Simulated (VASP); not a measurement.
Set up this calculation in VASP 6.6.1, as the native input.

| Item | Value |
| --- | --- |
| Task | relaxation of cell and atoms |
| Functional | PBE |
| Potentials or basis | VASP PAW PBE potentials, release 64 (Si, C) |
| Cutoff | 600 eV |
| k mesh | 6 × 6 × 6 |
| Occupations | gaussian, width 0.1 eV |
| Spin | no spin polarisation |
| Dipole correction | no |
| Further INCAR settings | ALGO = Normal; EDIFF = 1e-07; IBRION = 2; EDIFFG = -0.04; NSW = 90; ISIF = 3 |

The structure of SiC lies in POSCAR:

```
SiC
1.0
    2.9063611229      0.0000000000      0.0000000000
   -1.4531805615      2.5169825650      0.0000000000
    0.0000000000      0.0000000000      2.4964522402
Si C
1 1
Direct
    0.6666666667      0.3333333333      0.5000000000
    0.3333333333      0.6666666667      0.0000000000
```

One way to write it, as run:

INCAR

```
SYSTEM = SiC
PREC = Accurate ; ENCUT = 600
EDIFF = 1E-7 ; ISMEAR = 0
SIGMA = 0.1 ; LREAL = .FALSE.
LASPH = .TRUE. ; NELM = 120
ALGO = Normal ; ISIF = 3
LWAVE = .FALSE. ; LCHARG = .FALSE.
GGA = PE ; IBRION = 2
NSW = 90 ; EDIFFG = -0.04
GGA_COMPAT = .FALSE. ; NELMIN = 4
```

KPOINTS

```
Automatic mesh
0
G
  6 6 6
  0 0 0
```

Potentials or basis: VASP PAW PBE potentials, release 64 (Si, C).

Command:

```bash
$ cat potpaw_PBE.64/Si/POTCAR potpaw_PBE.64/C/POTCAR > POTCAR
$ mpirun -np 1 vasp_std > vasp.out
```

It gave:

```
Relaxed volume                         : 9.09 Å³/atom
Relaxed cell                           : a = 2.864 Å, b = 2.864 Å, c = 2.558 Å, α = 90.00°, β = 90.00°, γ = 120.00°
Space group after relaxing (to 0.05 Å) : P-6m2 (No. 187)
Energy gained by relaxing              : 23.5 meV/atom
Ionic steps                            : 9
Pressure after relaxing                : 0.0 GPa
Band gap on the k mesh                 : zero (band 4 reaches 12.64 eV, above the bottom of band 5 at 8.82 eV)
```

Caveat: the k points lie up to 0.42 Å⁻¹ apart in the final cell.

It took 12 s on 1 thread of Intel(R) Xeon(R) 6975P-C (Granite Rapids), on a shared host, peak memory 0.12 GiB.
